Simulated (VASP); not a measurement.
# ZnO (P6_3mc) in VASP: notebook, part 2 of 2

VASP 6.6.1. The steps go on from the part before.

**4. Single point, r2SCAN**

POSCAR

```
ZnO
1.0
    3.2794963806      0.0000000000      0.0000000000
   -1.6397481903      2.8401271772      0.0000000000
    0.0000000000      0.0000000000      5.2933196413
Zn O
2 2
Direct
    0.3333333333      0.6666666667      0.4999697863
    0.6666666667      0.3333333333     -0.0000302137
    0.6666666667      0.3333333333      0.3790402137
    0.3333333333      0.6666666667      0.8790402137
```

INCAR.step1

```
SYSTEM = ZnO
PREC = Accurate
ENCUT = 520
ISMEAR = 0
SIGMA = 0.02
LREAL = .FALSE.
LASPH = .TRUE.
NELM = 60
NBANDS = 26
GGA = PE
ALGO = Normal
EDIFF = 1E-4
LWAVE = .TRUE.
LCHARG = .FALSE.
```

INCAR.step2

```
SYSTEM = ZnO
PREC = Accurate
ENCUT = 520
EDIFF = 1E-6
ISMEAR = 0
SIGMA = 0.02
LREAL = .FALSE.
LASPH = .TRUE.
NELM = 60
ALGO = Normal
ISIF = 2
LWAVE = .FALSE.
LCHARG = .FALSE.
METAGGA = R2SCAN
LMIXTAU = .TRUE.
NBANDS = 26
ISTART = 1
```

KPOINTS

```
Automatic mesh
0
G
  12 12 6
  0 0 0
```

Potentials or basis: VASP PAW PBE potentials, release 64 (Zn, O).

Started as:

```bash
> cat potpaw_PBE.64/Zn/POTCAR potpaw_PBE.64/O/POTCAR > POTCAR
> cp INCAR.step1 INCAR
> mpirun -np 1 vasp_std > vasp.out
> cp INCAR.step2 INCAR
> mpirun -np 1 vasp_std > vasp.out
```

OUTCAR:

```text
SYSTEM = ZnO
   PREC = Accurate
   ENCUT = 520
   EDIFF = 1E-6
   ISMEAR = 0
   LREAL = .FALSE.
   LASPH = .TRUE.
   NELM = 60
   ISIF = 2
   METAGGA = R2SCAN
   ISTART = 1

 ion  position               nearest neighbor table
   1  0.333  0.667  0.500-   3 2.00   3 2.00   3 2.00   4 2.01
   2  0.667  0.333  1.000-   4 2.00   4 2.00   4 2.00   3 2.01
   3  0.667  0.333  0.379-   1 2.00   1 2.00   1 2.00   2 2.01
   4  0.333  0.667  0.879-   2 2.00   2 2.00   2 2.00   1 2.01

  LATTYP: Found a hexagonal cell.
 ALAT       =     3.2794963806
 C/A-ratio  =     1.6140647914

  Lattice vectors:

 A1 = (   3.2794963806,   0.0000000000,   0.0000000000)
 A2 = (  -1.6397481903,   2.8401271772,   0.0000000000)
 A3 = (   0.0000000000,   0.0000000000,   5.2933196413)

Analysis of symmetry for initial positions (statically):
=====================================================================
 Subroutine PRICEL returns:
 Original cell was already a primitive cell.

 Routine SETGRP: Setting up the symmetry group for a
 hexagonal supercell.

 Subroutine GETGRP returns: Found 12 space group operations
[... 165 lines left out ...]
  ext. energy  EPLUGINS =         0.00000000
  ---------------------------------------------------
  free energy    TOTEN  =       -36.29042508 eV

  energy without entropy =      -36.29042508  energy(sigma->0) =      -36.29042508

 E-fermi :   0.6434     XC(G=0): -11.4588

 val. band max:        0.5342673300   @ k =   0.0000   0.0000   0.0000
 cond. band min:       1.6997980574   @ k =   0.0000   0.0000   0.0000
 fundamental gap:      1.1655307274
 Fermi energy:         0.6433613492

 k-point     1 :       0.0000    0.0000    0.0000
  band No.  band energies     occupation
      1     -18.2655      2.00000
      2     -17.6331      2.00000
      3      -5.1176      2.00000
      4      -5.1176      2.00000
      5      -5.0758      2.00000
      6      -4.9215      2.00000
[... 685 lines left out ...]
     25      14.5716      0.00000
     26      15.1933      0.00000

 [... further k-points ...]
[... 5 lines left out ...]
  --------------------------------------------------------------------------------------
  -------------------------------------------------------------------------------------
  Total       -1.4976098     -1.4976098     -1.5360483      0.0000000      0.0000000      0.0000000
  in kB      -48.6671818    -48.6671818    -49.9163012      0.0000000      0.0000000      0.0000000
  external PRESSURE =     -49.0835550 kB  Pullay stress =       0.0000000 kB

 VOLUME and BASIS-vectors are now :
 -----------------------------------------------------------------------------
  energy-cutoff  :      520.00
  volume of cell :       49.30
      direct lattice vectors                 reciprocal lattice vectors
     3.279496381  0.000000000  0.000000000     0.304924868  0.176048454  0.000000000
    -1.639748190  2.840127177  0.000000000     0.000000000  0.352096909  0.000000000
     0.000000000  0.000000000  5.293319641     0.000000000  0.000000000  0.188917365

 POSITION                                       TOTAL-FORCE (eV/Angst)
 -----------------------------------------------------------------------------------
     -0.00000      1.89342      2.64650        -0.000000      0.000000     -0.017488
      1.63975      0.94671      5.29316         0.000000     -0.000000     -0.017488
      1.63975      0.94671      2.00638         0.000000     -0.000000      0.017488
     -0.00000      1.89342      4.65304         0.000000      0.000000      0.017488
 -----------------------------------------------------------------------------------
    total drift:                               -0.000000     -0.000001     -0.078748

  FREE ENERGIE OF THE ION-ELECTRON SYSTEM (eV)
  ---------------------------------------------------
  free  energy   TOTEN  =       -36.2904250803 eV

  energy  without entropy=      -36.2904250803  energy(sigma->0) =      -36.29042508
```

OUTCAR.step1:

```text
SYSTEM = ZnO
   PREC = Accurate
   ENCUT = 520
   ISMEAR = 0
   LREAL = .FALSE.
   LASPH = .TRUE.
   NELM = 60
[... 926 lines left out ...]
      1.63975      0.94671      5.29316        -0.000000     -0.000000     -0.000061
      1.63975      0.94671      2.00638         0.000000      0.000000      0.000061
     -0.00000      1.89342      4.65304        -0.000000     -0.000000      0.000061
 -----------------------------------------------------------------------------------
    total drift:                               -0.000001     -0.000001      0.000712

  FREE ENERGIE OF THE ION-ELECTRON SYSTEM (eV)
  ---------------------------------------------------
  free  energy   TOTEN  =       -17.8609779503 eV

  energy  without entropy=      -17.8609779503  energy(sigma->0) =      -17.86097795
```

OSZICAR.step1:

```text
N       E                     dE             d eps       ncg     rms          rms(c)
DAV:   1     0.292510228109E+03    0.29251E+03   -0.18201E+04  4032   0.199E+03
DAV:   2     0.110201390032E+02   -0.28149E+03   -0.26437E+03  4112   0.407E+02
DAV:   3    -0.204695526940E+02   -0.31490E+02   -0.31019E+02  4404   0.138E+02
DAV:   4    -0.211020648773E+02   -0.63251E+00   -0.63102E+00  4360   0.200E+01
DAV:   5    -0.211051487347E+02   -0.30839E-02   -0.30837E-02  4320   0.145E+00    0.141E+01
DAV:   6    -0.176979348561E+02    0.34072E+01   -0.67599E+00  6258   0.626E+01    0.848E+00
DAV:   7    -0.178998988348E+02   -0.20196E+00   -0.29361E+00  4080   0.172E+01    0.511E+00
DAV:   8    -0.179087921772E+02   -0.88933E-02   -0.51824E-01  5610   0.733E+00    0.163E+00
DAV:   9    -0.178584053063E+02    0.50387E-01   -0.10366E-01  5734   0.632E+00    0.301E-01
DAV:  10    -0.178608498271E+02   -0.24445E-02   -0.35194E-02  3998   0.134E+00    0.123E-01
DAV:  11    -0.178609672240E+02   -0.11740E-03   -0.67908E-04  4318   0.480E-01    0.465E-02
DAV:  12    -0.178609779503E+02   -0.10726E-04   -0.17611E-04  2994   0.409E-01
   1 F= -.17860978E+02 E0= -.17860978E+02  d E =-.337079E-17
```

It took 7 min on 1 thread of AMD EPYC 7R13, shared host; peak memory 0.19 GiB.

What came out:

```yaml
Free_energy: -36.2904 eV
Pressure: -4.9 GPa
Largest_force: 0.017 eV/Å
Band_gap_on_the_k_mesh: 1.17 eV
```

Forces in eV/Å, atoms in the order of the input:
```
Zn   0.000  0.000 -0.017
Zn   0.000  0.000 -0.017
O    0.000  0.000  0.017
O    0.000  0.000  0.017
```

Stress tensor (GPa, compression positive):
```
-4.87  0.00  0.00
 0.00 -4.87  0.00
 0.00  0.00 -4.99
```

Caveat: the cell stands under tension; the PAW data sets were made with another functional, which shifts forces and pressure a little. r2SCAN opens gaps a little over a GGA but as a rule still falls short of measured ones.
